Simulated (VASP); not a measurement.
Wanted: the native input for a VASP 6.6.1 run.

```
Task                   : single point
Functional             : PBEsol
Potentials or basis    : VASP PAW PBE potentials, release 64 (Sn_d, O)
Cutoff                 : 520 eV
k mesh                 : 6 × 6 × 4
Occupations            : fermi-dirac, width 0.1 eV
Spin                   : no spin polarisation
Dipole correction      : no
Further INCAR settings : ALGO = Normal; EDIFF = 1e-06; NBANDS = 28
```

The structure of SnO (Romarchite) lies in POSCAR:

```
SnO
1.0
    3.8112200263      0.0000000000      0.0000000000
    0.0000000000      3.8112200263      0.0000000000
    0.0000000000      0.0000000000      4.8568825102
Sn O
2 2
Direct
    0.5000000000      0.0000000000      0.2369000000
    0.0000000000      0.5000000000      0.7631000000
    0.0000000000      0.0000000000      0.0000000000
    0.5000000000      0.5000000000      0.0000000000
```

These files were run (other wordings do the same):

INCAR

```
  ALGO = Normal
  EDIFF = 1E-6
  ENCUT = 520
  GGA = PS
  ISIF = 2
  ISMEAR = -1
  LASPH = T
  LCHARG = T
  LELF = T
  LREAL = F
  LVHAR = T
  LWAVE = F
  NBANDS = 28
  NELM = 100
  PREC = Accurate
  SIGMA = 0.1
```

KPOINTS

```
k-points
0
Gamma
  6 6 4
```

Potentials or basis: VASP PAW PBE potentials, release 64 (Sn_d, O).

Command:

```console
$ cat potpaw_PBE.64/Sn_d/POTCAR potpaw_PBE.64/O/POTCAR > POTCAR
$ mpirun -np 1 vasp_std > vasp.out
```

It gave:

```
Pressure      : -0.3 GPa
Largest force : 0.184 eV/Å
```

Caveat: the PAW data sets were made with another functional, which shifts forces and pressure a little.

It took 23 s on 1 thread of Intel(R) Xeon(R) 6975P-C (Granite Rapids), with other jobs on the host, peak memory 0.18 GiB.
